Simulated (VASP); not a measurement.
# TiO2 in VASP: notebook

TiO2 is run at these levels: PBE+U; tasks: single point.

All numbers are computed with VASP 6.6.1; they aren't measurements. Logs are shortened: lines on timing, memory, paths and dates and some standing lists are left out, and cuts for length are marked.

### Step 1. The cell of the first run

The typed cell holds 6 atoms: a = 3.734 Å, b = 3.734 Å, c = 5.464 Å, α = 109.98°, β = 109.98°, γ = 90.00°.

### Step 2. Single point, PBE+U (atoms shifted along a free coordinate)

File INCAR:

```
SYSTEM = TiO2
PREC = Accurate ; ENCUT = 520
EDIFF = 1E-6 ; ISMEAR = 0
SIGMA = 0.05 ; LREAL = .False.
LASPH = .True. ; NELM = 150
ALGO = Normal ; ISIF = 2
LWAVE = .False. ; LCHARG = .False.
LMAXMIX = 4 ; LDAU = .True.
LDAUTYPE = 2 ; LDAUL = 2 -1
LDAUU = 4 0 ; LDAUJ = 0 0
LDAUPRINT = 1 ; GGA = PE
NBANDS = 33
```

File KPOINTS:

```
regular mesh
0
Gamma
  6 6 6
  0 0 0
```

File POSCAR:

```
TiO2
1.0
    2.6403699524     -2.6404433249     -0.0197025433
    2.6403699524      2.6404433249     -0.0197025433
   -2.6045504488      0.0000000000      4.8027412153
Ti O
2 4
Direct
    0.1250069486      0.8749930514      0.2500000000
    0.8749930514      0.1250069486      0.7500000000
    0.3271550908      0.0771783661      0.6543199035
    0.6728449092      0.9228216339      0.3456800965
    0.9228216339      0.6728449092      0.8456800965
    0.0771783661      0.3271550908      0.1543199035
```

Potentials or basis: VASP PAW PBE potentials, release 64 (Ti_sv, O).

The run is started by

```
cat potpaw_PBE.64/Ti_sv/POTCAR potpaw_PBE.64/O/POTCAR > POTCAR
mpirun -np 1 vasp_std > vasp.out
```

OUTCAR:

```text
SYSTEM = TiO2
   PREC = Accurate
   ENCUT = 520
   EDIFF = 1E-6
   ISMEAR = 0
   LREAL = .False.
   LASPH = .True.
   NELM = 150
   ISIF = 2
   GGA = PE

 ion  position               nearest neighbor table
   1  0.125  0.875  0.250-   4 1.92   6 1.92   4 1.92   6 1.92   3 1.93   5 1.93
   2  0.875  0.125  0.750-   3 1.92   5 1.92   5 1.92   3 1.92   6 1.93   4 1.93
   3  0.327  0.077  0.654-   2 1.92   2 1.92   1 1.93
   4  0.673  0.923  0.346-   1 1.92   1 1.92   2 1.93
   5  0.923  0.673  0.846-   2 1.92   2 1.92   1 1.93
   6  0.077  0.327  0.154-   1 1.92   1 1.92   2 1.93

  LATTYP: Found a base centered monoclinic cell.
 ALAT       =     5.2808869239
 B/A-ratio  =     0.9999999481
 C/A-ratio  =     1.0345830161
 COS(beta)  =    -0.4832630161

  Lattice vectors:

 A1 = (   2.6403699524,  -2.6404433249,  -0.0197025433)
 A2 = (   2.6403699524,   2.6404433249,  -0.0197025433)
 A3 = (  -2.6045504488,   0.0000000000,   4.8027412153)

Analysis of symmetry for initial positions (statically):
=====================================================================
 Subroutine PRICEL returns:
 Original cell was already a primitive cell.

 Routine SETGRP: Setting up the symmetry group for a
 base centered monoclinic supercell.

 Subroutine GETGRP returns: Found  4 space group operations
 (whereof  2 operations were pure point group operations)
 out of a pool of  4 trial point group operations.

The static configuration has the point symmetry S_2 .
 The point group associated with its full space group is C_2h.

Analysis of symmetry for dynamics (positions and initial velocities):
=====================================================================
 Subroutine PRICEL returns:
 Original cell was already a primitive cell.

 Routine SETGRP: Setting up the symmetry group for a
 base centered monoclinic supercell.

 Subroutine GETGRP returns: Found  4 space group operations
 (whereof  2 operations were pure point group operations)
 out of a pool of  4 trial point group operations.

The dynamic configuration has the point symmetry S_2 .
 The point group associated with its full space group is C_2h.

 Subroutine INISYM returns: Found  4 space group operations
 (whereof  2 operations are pure point group operations),
 and found     1 'primitive' translations

----------------------------------------------------------------------------------------

                                     Primitive cell

  volume of cell :      66.6960

  direct lattice vectors                    reciprocal lattice vectors
     2.640369952 -2.640443325 -0.019702543     0.190136830 -0.189362141  0.103112148
     2.640369952  2.640443325 -0.019702543     0.190136830  0.189362141  0.103112148
    -2.604550449  0.000000000  4.802741215     0.001560017  0.000000000  0.209060430

  length of vectors
     3.734150858  3.734150858  5.463515921     0.287475476  0.287475476  0.209066250

  position of ions in fractional coordinates (direct lattice)
     0.125006949  0.874993051  0.250000000
     0.874993051  0.125006949  0.750000000
     0.327155091  0.077178366  0.654319904
     0.672844909  0.922821634  0.345680096
     0.922821634  0.672844909  0.845680096
     0.077178366  0.327155091  0.154319904

  ion indices of the primitive-cell ions
   primitive index   ion index
                 1           1
                 2           2
[... 109 lines left out ...]
   LEPSILON=     F    determine dielectric tensor
   LRPA    =     F    only Hartree local field effects (RPA)
 non-spin polarized calculation
 Gauss-broadening in eV      SIGMA  =   0.05
  energy-cutoff  :      520.00
  volume of cell :       66.70
 maximum number of plane-waves:      1814
   NGX = 13   NGY = 13   NGZ = 21

atom =   1  type =  1  l = 2

 onsite density matrix

spin component  1

  0.2556 -0.0011 -0.0000  0.0000  0.0000
 -0.0011  0.1089 -0.0000  0.0000  0.0000
 -0.0000 -0.0000  0.2660  0.0020  0.0000
  0.0000  0.0000  0.0020  0.1089  0.0000
  0.0000  0.0000  0.0000  0.0000  0.1024

spin component  2

  0.2556 -0.0011 -0.0000  0.0000  0.0000
 -0.0011  0.1089 -0.0000  0.0000  0.0000
 -0.0000 -0.0000  0.2660  0.0020  0.0000
  0.0000  0.0000  0.0020  0.1089  0.0000
  0.0000  0.0000  0.0000  0.0000  0.1024

 occupancies and eigenvectors

  o =  0.1024  v = -0.0000 -0.0000  0.0000 -0.0070  1.0000  0.0000  0.0000  0.0000  0.0000  0.0000      0.0000  0.0000  0.0000  0.0000  0.0000  0.0000  0.0000  0.0000  0.0000  0.0000
  o =  0.1024  v =  0.0000  0.0000  0.0000  0.0000  0.0000 -0.0000 -0.0000  0.0000 -0.0070  1.0000      0.0000  0.0000  0.0000  0.0000  0.0000  0.0000  0.0000  0.0000  0.0000  0.0000
  o =  0.1089  v =  0.0000  0.0000  0.0000  0.0000  0.0000  0.0074  1.0000  0.0000 -0.0000 -0.0000      0.0000  0.0000  0.0000  0.0000  0.0000  0.0000  0.0000  0.0000  0.0000  0.0000
  o =  0.1089  v =  0.0074  1.0000  0.0000 -0.0000 -0.0000  0.0000  0.0000  0.0000  0.0000  0.0000      0.0000  0.0000  0.0000  0.0000  0.0000  0.0000  0.0000  0.0000  0.0000  0.0000
  o =  0.1089  v =  0.0000  0.0000  0.0000  0.0000  0.0000 -0.0000 -0.0000  0.0130 -0.9999 -0.0070      0.0000  0.0000  0.0000  0.0000  0.0000  0.0000  0.0000  0.0000  0.0000  0.0000
  o =  0.1089  v = -0.0000 -0.0000  0.0130 -0.9999 -0.0070  0.0000  0.0000  0.0000  0.0000  0.0000      0.0000  0.0000  0.0000  0.0000  0.0000  0.0000  0.0000  0.0000  0.0000  0.0000
  o =  0.2556  v = -1.0000  0.0074 -0.0000 -0.0000 -0.0000  0.0000  0.0000  0.0000  0.0000  0.0000      0.0000  0.0000  0.0000  0.0000  0.0000  0.0000  0.0000  0.0000  0.0000  0.0000
  o =  0.2556  v =  0.0000  0.0000  0.0000  0.0000  0.0000 -1.0000  0.0074 -0.0000 -0.0000 -0.0000      0.0000  0.0000  0.0000  0.0000  0.0000  0.0000  0.0000  0.0000  0.0000  0.0000
  o =  0.2661  v =  0.0000  0.0000 -0.9999 -0.0130 -0.0000  0.0000  0.0000  0.0000  0.0000  0.0000      0.0000  0.0000  0.0000  0.0000  0.0000  0.0000  0.0000  0.0000  0.0000  0.0000
  o =  0.2661  v =  0.0000  0.0000  0.0000  0.0000  0.0000  0.0000  0.0000 -0.9999 -0.0130 -0.0000      0.0000  0.0000  0.0000  0.0000  0.0000  0.0000  0.0000  0.0000  0.0000  0.0000

atom =   2  type =  1  l = 2

 onsite density matrix

spin component  1

  0.2556 -0.0011 -0.0000  0.0000  0.0000
 -0.0011  0.1089 -0.0000  0.0000  0.0000
 -0.0000 -0.0000  0.2660  0.0020  0.0000
  0.0000  0.0000  0.0020  0.1089  0.0000
  0.0000  0.0000  0.0000  0.0000  0.1024

spin component  2

  0.2556 -0.0011 -0.0000  0.0000  0.0000
 -0.0011  0.1089 -0.0000  0.0000  0.0000
 -0.0000 -0.0000  0.2660  0.0020  0.0000
  0.0000  0.0000  0.0020  0.1089  0.0000
  0.0000  0.0000  0.0000  0.0000  0.1024

 occupancies and eigenvectors

  o =  0.1024  v = -0.0000 -0.0000  0.0000 -0.0070  1.0000  0.0000  0.0000  0.0000  0.0000  0.0000      0.0000  0.0000  0.0000  0.0000  0.0000  0.0000  0.0000  0.0000  0.0000  0.0000
  o =  0.1024  v =  0.0000  0.0000  0.0000  0.0000  0.0000 -0.0000 -0.0000  0.0000 -0.0070  1.0000      0.0000  0.0000  0.0000  0.0000  0.0000  0.0000  0.0000  0.0000  0.0000  0.0000
  o =  0.1089  v =  0.0000  0.0000  0.0000  0.0000  0.0000  0.0074  1.0000  0.0000 -0.0000 -0.0000      0.0000  0.0000  0.0000  0.0000  0.0000  0.0000  0.0000  0.0000  0.0000  0.0000
  o =  0.1089  v =  0.0074  1.0000  0.0000 -0.0000 -0.0000  0.0000  0.0000  0.0000  0.0000  0.0000      0.0000  0.0000  0.0000  0.0000  0.0000  0.0000  0.0000  0.0000  0.0000  0.0000
  o =  0.1089  v =  0.0000  0.0000  0.0000  0.0000  0.0000 -0.0000 -0.0000  0.0130 -0.9999 -0.0070      0.0000  0.0000  0.0000  0.0000  0.0000  0.0000  0.0000  0.0000  0.0000  0.0000
  o =  0.1089  v = -0.0000 -0.0000  0.0130 -0.9999 -0.0070  0.0000  0.0000  0.0000  0.0000  0.0000      0.0000  0.0000  0.0000  0.0000  0.0000  0.0000  0.0000  0.0000  0.0000  0.0000
  o =  0.2556  v = -1.0000  0.0074 -0.0000 -0.0000 -0.0000  0.0000  0.0000  0.0000  0.0000  0.0000      0.0000  0.0000  0.0000  0.0000  0.0000  0.0000  0.0000  0.0000  0.0000  0.0000
  o =  0.2556  v =  0.0000  0.0000  0.0000  0.0000  0.0000 -1.0000  0.0074 -0.0000 -0.0000 -0.0000      0.0000  0.0000  0.0000  0.0000  0.0000  0.0000  0.0000  0.0000  0.0000  0.0000
  o =  0.2661  v =  0.0000  0.0000 -0.9999 -0.0130 -0.0000  0.0000  0.0000  0.0000  0.0000  0.0000      0.0000  0.0000  0.0000  0.0000  0.0000  0.0000  0.0000  0.0000  0.0000  0.0000
  o =  0.2661  v =  0.0000  0.0000  0.0000  0.0000  0.0000  0.0000  0.0000 -0.9999 -0.0130 -0.0000      0.0000  0.0000  0.0000  0.0000  0.0000  0.0000  0.0000  0.0000  0.0000  0.0000

 number of electron      47.9999999 magnetization

 Free energy of the ion-electron system (eV)
  ---------------------------------------------------
  ext. energy  EPLUGINS =         0.00000000
  ---------------------------------------------------
  free energy    TOTEN  =       -48.05464031 eV

  energy without entropy =      -48.05464031  energy(sigma->0) =      -48.05464031

 E-fermi :   4.1283     XC(G=0): -10.8315

 val. band max:        3.7652497194   @ k =   0.0000   0.0000   0.5000
 cond. band min:       6.7047511912   @ k =   0.0000   0.0000   0.0000
 fundamental gap:      2.9395014718
 Fermi energy:         4.1283111478

 k-point     1 :       0.0000    0.0000    0.0000
  band No.  band energies     occupation
      1     -53.3384      2.00000
      2     -53.2758      2.00000
      3     -29.8089      2.00000
      4     -29.5334      2.00000
      5     -29.5334      2.00000
      6     -29.4613      2.00000
[... 853 lines left out ...]
     32      10.4039      0.00000
     33      10.5158      0.00000

 [... further k-points ...]

------------------------ aborting loop because EDIFF is reached ----------------------------------------

  FORCE on cell =-STRESS in cart. coord.  units (eV):
  Direction    XX          YY          ZZ          XY          YZ          ZX
  --------------------------------------------------------------------------------------
  -------------------------------------------------------------------------------------
  Total        8.3599028      8.3596820     11.4690504      0.0000000      0.0000000      0.0234423
  in kB      200.8223386    200.8170342    275.5105642      0.0000000      0.0000000      0.5631321
  external PRESSURE =     225.7166456 kB  Pullay stress =       0.0000000 kB

 VOLUME and BASIS-vectors are now :
 -----------------------------------------------------------------------------
  energy-cutoff  :      520.00
  volume of cell :       66.70
      direct lattice vectors                 reciprocal lattice vectors
     2.640369952 -2.640443325 -0.019702543     0.190136830 -0.189362141  0.103112148
     2.640369952  2.640443325 -0.019702543     0.190136830  0.189362141  0.103112148
    -2.604550449  0.000000000  4.802741215     0.001560017  0.000000000  0.209060430

 POSITION                                       TOTAL-FORCE (eV/Angst)
 -----------------------------------------------------------------------------------
      1.98923      1.98030      1.18098         0.000000     -0.000034      0.000000
      0.68696     -1.98030      3.58235         0.000000      0.000034     -0.000000
     -0.63662     -0.66005      3.13456         0.009054     -0.000074      1.163300
      3.31281      0.66005      1.62877        -0.009054      0.000074     -1.163300
      2.01053     -0.66005      4.03014        -0.009054     -0.000074     -1.163300
      0.66566      0.66005      0.73319         0.009054      0.000074      1.163300
 -----------------------------------------------------------------------------------
    total drift:                               -0.000000      0.000000      0.000000

  FREE ENERGIE OF THE ION-ELECTRON SYSTEM (eV)
  ---------------------------------------------------
  free  energy   TOTEN  =       -48.0546403110 eV

  energy  without entropy=      -48.0546403110  energy(sigma->0) =      -48.05464031
```

Wall time 78 s (1 thread of AMD EPYC 9R45 (Zen 5), shared host); peak memory 0.22 GiB.

Results:

```
Free energy            : -48.0546 eV
Pressure               : 22.6 GPa
Largest force          : 1.163 eV/Å
Band gap on the k mesh : 2.94 eV (least direct gap 3.18 eV)
```

Forces in eV/Å, atoms in the order of the input:
```
Ti   0.000  0.000  0.000
Ti   0.000  0.000  0.000
O    0.009  0.000  1.163
O   -0.009  0.000 -1.163
O   -0.009  0.000 -1.163
O    0.009  0.000  1.163
```

Eigenvalues of the final occupation matrices:
```
    site  spin  trace               eigenvalues
site 1 d     1   0.84  0.10 0.11 0.11 0.26 0.27
site 1 d     2   0.84  0.10 0.11 0.11 0.26 0.27
site 2 d     1   0.84  0.10 0.11 0.11 0.26 0.27
site 2 d     2   0.84  0.10 0.11 0.11 0.26 0.27
```

Caveat: the cell differs from its parent crystal (atoms shifted along a free coordinate); the stress differs along the axes, from 20 to 28 GPa; forces of over 1 eV/Å act on the atoms, so gaps and moduli don't describe the material at rest. A k mesh can miss the band edges.

[end of part 1 of 2]
